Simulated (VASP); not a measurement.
Write the native input for VASP 6.6.1 that does the following.

| Property | Result |
| --- | --- |
| Task | single point |
| Functional | r2SCAN |
| Potentials or basis | VASP PAW PBE potentials, release 64 (Ti_sv, Pt) |
| Cutoff | 520 eV |
| k mesh | 6 × 6 × 6 |
| Occupations | methfessel-paxton, width 0.1 eV |
| Spin | no spin polarisation |
| Dipole correction | no |
| Further INCAR settings | ALGO = Normal; EDIFF = 1e-06; NBANDS = 29 |

Crystal: TiPt3.

```
CELL_PARAMETERS angstrom
3.97343 0.00000 0.00000
0.00000 3.97343 0.00000
0.00000 0.00000 3.97343
ATOMIC_POSITIONS crystal
Ti 0.00000 0.00000 0.00000
Pt 0.00000 0.50000 0.50000
Pt 0.50000 0.00000 0.50000
Pt 0.50000 0.50000 0.00000
```

These files were run (other wordings do the same):

POSCAR

```
TiPt3
1.0
    3.9734311690      0.0000000000      0.0000000000
    0.0000000000      3.9734311690      0.0000000000
    0.0000000000      0.0000000000      3.9734311690
Ti Pt
1 3
Direct
    0.0000000000      0.0000000000      0.0000000000
    0.0000000000      0.5000000000      0.5000000000
    0.5000000000      0.0000000000      0.5000000000
    0.5000000000      0.5000000000      0.0000000000
```

INCAR.step1

```
SYSTEM = TiPt3
PREC = Accurate ; ENCUT = 520
ISMEAR = 1 ; SIGMA = 0.1
LREAL = .FALSE. ; LASPH = .TRUE.
NELM = 60 ; NBANDS = 29
GGA = PE ; ALGO = Normal
EDIFF = 1E-4 ; LWAVE = .TRUE.
LCHARG = .FALSE.
```

INCAR.step2

```
SYSTEM = TiPt3
PREC = Accurate ; ENCUT = 520
EDIFF = 1E-6 ; ISMEAR = 1
SIGMA = 0.1 ; LREAL = .FALSE.
LASPH = .TRUE. ; NELM = 60
ALGO = Normal ; ISIF = 2
LWAVE = .FALSE. ; LCHARG = .FALSE.
METAGGA = R2SCAN ; LMIXTAU = .TRUE.
NBANDS = 29 ; ISTART = 1
```

KPOINTS

```
Automatic mesh
0
G
  6 6 6
  0 0 0
```

Potentials or basis: VASP PAW PBE potentials, release 64 (Ti_sv, Pt).

The run is started by

```bash
$ cat potpaw_PBE.64/Ti_sv/POTCAR potpaw_PBE.64/Pt/POTCAR > POTCAR
$ cp INCAR.step1 INCAR
$ mpirun -np 1 vasp_std > vasp.out
$ cp INCAR.step2 INCAR
$ mpirun -np 1 vasp_std > vasp.out
```

Results of the run:

The pressure is -8.8 GPa and the band gap on the k mesh is zero (band 21 reaches 12.07 eV, above the bottom of band 22 at 10.23 eV).

Caveat: the PAW data sets were made with another functional, which shifts forces and pressure a little; spin-orbit coupling is left out, which moves the levels of the heavy elements.

Run time: 77 s on 1 thread of Intel(R) Xeon(R) 6975P-C (Granite Rapids) (shared host), peak memory 0.19 GiB.
